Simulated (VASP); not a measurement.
The system is SnF5.

```
Sn F
1.0
     5.30882    0.00000    0.00000
    -2.65441    4.59757    0.00000
     0.00000    0.00000    4.69718
Sn F
1 5
Direct
  0.00000 0.00000 0.50000
  0.00000 0.60751 0.00000
  0.60751 0.00000 0.00000
  0.39249 0.39249 0.00000
  0.66667 0.33333 0.50000
  0.33333 0.66667 0.50000
```

The cell was generated, and may not be a known phase.

| Item | Value |
| --- | --- |
| Program | VASP 6.6.1 |
| Task | relaxation of cell and atoms |
| Functional | PBE |
| Potentials or basis | VASP PAW PBE potentials, release 64 (Sn_d, F) |
| Cutoff | 600 eV |
| k mesh | 6 × 6 × 4 |
| Occupations | gaussian, width 0.1 eV |
| Spin | no spin polarisation |

At the start: pressure -9.7 GPa; volume 19.11 Å³/atom.

Task: How do energy, volume and symmetry change on relaxing?

Result: Over 29 steps the energy falls by 1010.6 meV/atom and the volume is 10.91 Å³/atom (-42.9 %); space group P-62m (No. 189, to 0.1 Å) before and after.

Step by step:
```
step  energy change (eV)  largest force (eV/Å)  pressure (GPa)  volume (Å³)
   1              0.0000                0.4249           -9.65       114.65
   2             -1.2576                0.6682          -11.57        96.57
   3             -4.2326                2.2795           -2.23        60.83
   4             -3.5406                3.0459           35.52        49.20
   5             -4.2734                2.4065            1.93        58.58
   6             -4.8001                1.7038           18.41        52.47
   7             -4.8105                1.8495           16.11        53.06
   8             -5.3730                0.5006            7.21        56.40
   9             -5.3781                0.2580            7.52        56.12
  10             -5.5579                0.3656           -1.91        59.54
  11             -5.5579                0.3633           -1.79        59.53
  12             -5.5882                0.2054           -0.40        59.01
  13             -5.6051                0.0548            1.96        58.31
  14             -5.6058                0.1314            2.61        58.14
  15             -5.6289                0.1392            2.00        58.65
  16             -5.7282                0.2361            0.96        60.09
  17             -6.0014                0.5144            1.62        62.61
  18             -5.4705                1.4074           17.14        65.91
  19             -6.0070                0.8166            4.71        63.86
  20             -6.0154                0.7780            3.93        63.60
  21             -6.0405                0.5181            2.72        64.70
  22             -6.0475                0.1363            1.07        66.40
  23             -6.0492                0.2436            1.46        65.91
  24             -6.0546                0.2073            0.95        65.93
  25             -6.0610                0.1073           -0.54        65.95
  26             -6.0610                0.1105           -0.48        65.95
  27             -6.0622                0.0691           -0.45        65.81
  28             -6.0633                0.0422           -0.32        65.45
  29             -6.0633                0.0357           -0.32        65.48
```

Final structure:
```cif
data_structure
_symmetry_space_group_name_H-M 'P 1'
_symmetry_Int_Tables_number 1
_cell_length_a 4.7218
_cell_length_b 4.7218
_cell_length_c 3.3913
_cell_angle_alpha 90.000
_cell_angle_beta 90.000
_cell_angle_gamma 120.000
_cell_volume 65.48
loop_
_atom_site_label
_atom_site_type_symbol
_atom_site_fract_x
_atom_site_fract_y
_atom_site_fract_z
_atom_site_occupancy
Sn1 Sn 0.00000 0.00000 0.50000 1
F1 F 0.00000 0.71430 0.00000 1
F2 F 0.71430 0.00000 0.00000 1
F3 F 0.28570 0.28570 0.00000 1
F4 F 0.66667 0.33333 0.50000 1
F5 F 0.33333 0.66667 0.50000 1
```

Caveat: the volume moved by over 15 % at a fixed basis, so the end points are rough; an odd number of electrons without spin polarisation forces a metal; a magnetic or distorted state may lie lower.
